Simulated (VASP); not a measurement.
Mo:

```
Mo
1.0
     2.80613    0.00000    0.00000
    -1.40307    2.43018    0.00000
     0.00000    0.00000    4.58335
Mo
2
Direct
  0.33333 0.66667 0.75000
  0.66667 0.33333 0.25000
```

| Item | Value |
| --- | --- |
| Program | VASP 6.6.1 |
| Task | relaxation of cell and atoms |
| Functional | PBE |
| Potentials or basis | VASP PAW PBE potentials, release 64 (Mo_sv) |
| Cutoff | 600 eV |
| k mesh | 18 × 18 × 10 |
| Occupations | gaussian, width 0.05 eV |
| Spin | no spin polarisation |

At the start: pressure 6.4 GPa; volume 15.63 Å³/atom.

Question: How do energy, volume and symmetry change on relaxing?

Answer: Over 14 steps the energy falls by 41.2 meV/atom and the volume is 16.15 Å³/atom (+3.3 %); space group P6_3/mmc (No. 194, to 0.05 Å).

Step by step:
```
step  energy change (eV)  largest force (eV/Å)  pressure (GPa)  volume (Å³)
   1              0.0000                0.0000            6.38        31.26
   2              0.0594                0.0000          -13.06        34.15
   3             -0.0187                0.0000           -0.84        32.19
   4             -0.0452                0.0000           -1.95        32.39
   5             -0.0728                0.0000           -2.88        32.62
   6             -0.0450                0.0000           -3.42        33.00
   7             -0.0778                0.0000           -3.22        32.73
   8             -0.0689                0.0000            4.59        31.81
   9             -0.0818                0.0000           -0.54        32.38
  10             -0.0818                0.0000           -0.54        32.39
  11             -0.0818                0.0000           -0.82        32.41
  12             -0.0818                0.0000           -0.65        32.40
  13             -0.0825                0.0000           -0.09        32.30
  14             -0.0825                0.0000           -0.05        32.29
```

Final structure:
```
CELL_PARAMETERS angstrom
2.75795 0.00000 0.00000
-1.37897 2.38845 0.00000
0.00000 0.00000 4.90201
ATOMIC_POSITIONS crystal
Mo 0.33333 0.66667 0.75000
Mo 0.66667 0.33333 0.25000
```
